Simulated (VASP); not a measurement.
# TaN (C2/m) in VASP: single point with PBEsol

Aim: the single point of TaN with PBEsol.

Program: VASP 6.6.1. These are calculated values, not measurements. Logs are shortened: lines on timing, memory, paths and dates and some standing lists are left out, and cuts for length are marked.

### Step 1. The cell of the first run

The typed cell holds 2 atoms: a = 3.036 Å, b = 3.036 Å, c = 3.132 Å, α = 90.00°, β = 61.02°, γ = 120.00°.

### Step 2. Single point, PBEsol

INCAR reads:

```
PREC = Accurate ; ENCUT = 700
EDIFF = 1E-6 ; ISMEAR = 0
SIGMA = 0.1 ; LREAL = F
LASPH = T ; NELM = 120
ALGO = Normal ; ISIF = 2
LWAVE = F ; LCHARG = T
GGA = PS ; LELF = T
LVHAR = T ; NBANDS = 16
ISYM = 0 ; GGA_COMPAT = F
```

KPOINTS reads:

```
Automatic mesh
0
Gamma
  12 12 13
```

POSCAR reads:

```
TaN
1.0
    3.0358717017     -0.0000000136     -0.0003780923
   -1.5179358626      2.6291420367      0.0000000000
    1.5176139640      0.8761948306      2.5955920604
Ta N
1 1
Direct
    0.0000000000      0.0000000000      0.0000000000
    0.0000000000      0.5000000000      0.5000000000
```

Potentials or basis: VASP PAW PBE potentials, release 64 (Ta_sv_GW, N).

The run is started by

```sh
$ cat potpaw_PBE.64/Ta_sv_GW/POTCAR potpaw_PBE.64/N/POTCAR > POTCAR
$ mpirun -np 1 vasp_std > vasp.out
```

OUTCAR:

```text
PREC = Accurate
   ENCUT = 700
   EDIFF = 1E-6
   ISMEAR = 0
   LREAL = F
   LASPH = T
   NELM = 120
   ISIF = 2
   GGA = PS
   ISYM = 0

 ion  position               nearest neighbor table
   1  0.000  0.000  0.000-   2 2.18   2 2.18   2 2.18   2 2.18   2 2.18   2 2.18
   2  0.000  0.500  0.500-   1 2.18   1 2.18   1 2.18   1 2.18   1 2.18   1 2.18

IMPORTANT INFORMATION: All symmetrisations will be switched off!
NOSYMM: (Re-)initialisation of all symmetry stuff for point group C_1.

----------------------------------------------------------------------------------------

                                     Primitive cell

  volume of cell :      20.7193

  direct lattice vectors                    reciprocal lattice vectors
     3.035871702 -0.000000014 -0.000378092     0.329362707  0.190157647 -0.256766308
    -1.517935863  2.629142037  0.000000000    -0.000015987  0.380342986 -0.128383154
     1.517613964  0.876194831  2.595592060     0.000047977  0.000027700  0.385231152

  length of vectors
     3.035871725  3.035871725  3.131767499     0.458877610  0.401426234  0.385231156

  position of ions in fractional coordinates (direct lattice)
     0.000000000  0.000000000  0.000000000
     1.000000000  0.500000000  0.500000000

  ion indices of the primitive-cell ions
   primitive index   ion index
                 1           1
                 2           2

----------------------------------------------------------------------------------------

 KPOINTS: Automatic mesh

Automatic generation of k-mesh.
 Grid dimensions read from file:
 generate k-points for:   12   12   13

 Generating k-lattice:

  Cartesian coordinates                     Fractional coordinates (reciprocal lattice)
     0.027446892  0.015846471 -0.021397192     0.083333333  0.000000000  0.000000000
    -0.000001332  0.031695249 -0.010698596     0.000000000  0.083333333  0.000000000
     0.000003691  0.000002131  0.029633166     0.000000000 -0.000000000  0.076923077

  Length of vectors
     0.038239801  0.033452186  0.029633166

  Shift w.r.t. Gamma in fractional coordinates (k-lattice)
     0.000000000  0.000000000  0.000000000

 Subroutine IBZKPT returns following result:
 ===========================================

 Found    938 irreducible k-points:

 Following reciprocal coordinates:
            Coordinates               Weight
  0.000000  0.000000  0.000000      1.000000
[... 41 lines left out ...]
   NELM   =    120;   NELMIN=  2; NELMDL= -5     # of ELM steps
   EDIFF  = 0.1E-05   stopping-criterion for ELM
   LREAL  =      F    real-space projection
   EDIFFG = 0.1E-04   stopping-criterion for IOM
   NSW    =      0    number of steps for IOM
   IBRION =     -1    ionic relax: 0-MD 1-quasi-New 2-CG
   NFREE  =      0    steps in history (QN), initial steepest desc. (CG)
   ISIF   =      2    stress and relaxation
   ISYM   =      0    0-nonsym 1-usesym 2-fastsym
   POTIM  = 0.5000    time-step for ionic-motion
   TEBEG  =    0.0;   TEEND  =   0.0 temperature during run
   PSTRESS=    0.0 pullay stress
   NELECT =      18.0000    total number of electrons
   NUPDOWN=      -1.0000    fix difference up-down
   EMIN   =  10.00;   EMAX   =-10.00  energy-range for DOS
   EFERMI =   0.00;   METHOD = LEGACY
   ISMEAR =     0;   SIGMA  =   0.10  broadening in eV -4-tet -1-fermi 0-gaus
   EFERMI_NEDOS =   21; number of points for ismear=-14 and -15
   IALGO  =     38    algorithm
   IMIX   =      4    mixing-type and parameters
     AMIX     =   0.40;   BMIX     =  1.00
     AMIX_MAG =   1.60;   BMIX_MAG =  1.00
  volume/ion in A,a.u.               =      10.36        69.91
  Fermi-wavevector in a.u.,A,eV,Ry     =   1.562093  2.951928 33.200060  2.440136
  Thomas-Fermi vector in A             =   2.665062
   LORBIT       =      0    0 simple, 1 ext, 2 COOP (PROOUT), +10 PAW based schemes
   GGA     = PS    functional components
   LHFCALC =     F    Hartree Fock is set to
   AEXX    =    0.0000 exact exchange contribution
   IVDW    =     0    specifies the selected vdW correction
   LEPSILON=     F    determine dielectric tensor
   LRPA    =     F    only Hartree local field effects (RPA)
 non-spin polarized calculation
 Gauss-broadening in eV      SIGMA  =   0.10
  energy-cutoff  :      700.00
  volume of cell :       20.72
 maximum number of plane-waves:       893
 NGX is ok and might be reduce to    28
   NGX = 13   NGY = 13   NGZ = 13

 number of electron      18.0000000 magnetization

 Free energy of the ion-electron system (eV)
  ---------------------------------------------------
  ext. energy  EPLUGINS =         0.00000000
  ---------------------------------------------------
  free energy    TOTEN  =       -25.74682787 eV

  energy without entropy =      -25.74215927  energy(sigma->0) =      -25.74449357

 E-fermi :  14.0059     XC(G=0): -14.1115

 val. band max:       14.0023702912   @ k =   0.3333   0.0833   0.4615
 cond. band min:      14.0119004181   @ k =   0.2500   0.0833  -0.3846
 fundamental gap:      0.0095301269
 Fermi energy:        14.0059176773

 k-point     1 :       0.0000    0.0000    0.0000
  band No.  band energies     occupation
      1     -55.4219      2.00000
      2     -21.6671      2.00000
      3     -21.5551      2.00000
      4     -21.5536      2.00000
      5      -4.9503      2.00000
      6      10.0067      2.00000
[... 433 lines left out ...]
      3     -21.7807      2.00000
      4     -21.7100      2.00000
      5      -3.2097      2.00000
      6       5.4835      2.00000
[... 8 lines left out ...]
     15      26.9661      0.00000
     16      29.2477      0.00000

 [... further k-points ...]

------------------------ aborting loop because EDIFF is reached ----------------------------------------

  FORCE on cell =-STRESS in cart. coord.  units (eV):
  Direction    XX          YY          ZZ          XY          YZ          ZX
  --------------------------------------------------------------------------------------
  -------------------------------------------------------------------------------------
  Total        0.7901973      0.7920132      0.0097606     -0.0015726      0.0014947      0.0025899
  in kB       61.1040597     61.2444754      0.7547636     -0.1216018      0.1155838      0.2002678
  external PRESSURE =      41.0344329 kB  Pullay stress =       0.0000000 kB

 VOLUME and BASIS-vectors are now :
 -----------------------------------------------------------------------------
  energy-cutoff  :      700.00
  volume of cell :       20.72
      direct lattice vectors                 reciprocal lattice vectors
     3.035871702 -0.000000014 -0.000378092     0.329362707  0.190157647 -0.256766308
    -1.517935863  2.629142037  0.000000000    -0.000015987  0.380342986 -0.128383154
     1.517613964  0.876194831  2.595592060     0.000047977  0.000027700  0.385231152

 POSITION                                       TOTAL-FORCE (eV/Angst)
 -----------------------------------------------------------------------------------
      0.00000      0.00000      0.00000        -0.000000      0.000000      0.000000
     -0.00016      1.75267      1.29780         0.000000     -0.000000     -0.000000
 -----------------------------------------------------------------------------------
    total drift:                                0.000000      0.000000      0.000000

  FREE ENERGIE OF THE ION-ELECTRON SYSTEM (eV)
  ---------------------------------------------------
  free  energy   TOTEN  =       -25.7468278677 eV

  energy  without entropy=      -25.7421592704  energy(sigma->0) =      -25.74449357
```

Wall time 3.2 min (1 thread of AMD EPYC 9R45 (Zen 5), shared host); peak memory 0.59 GiB.

Results:

- Free energy: -25.7468 eV
- Pressure: 4.1 GPa
- Band gap on the k mesh: zero (bands 9 and 10 overlap by 3.61 eV)

Caveat: the stress differs along the axes, from 0 to 6 GPa; the PAW data sets were made with another functional, which shifts forces and pressure a little; spin-orbit coupling is left out, which moves the levels of the heavy elements.
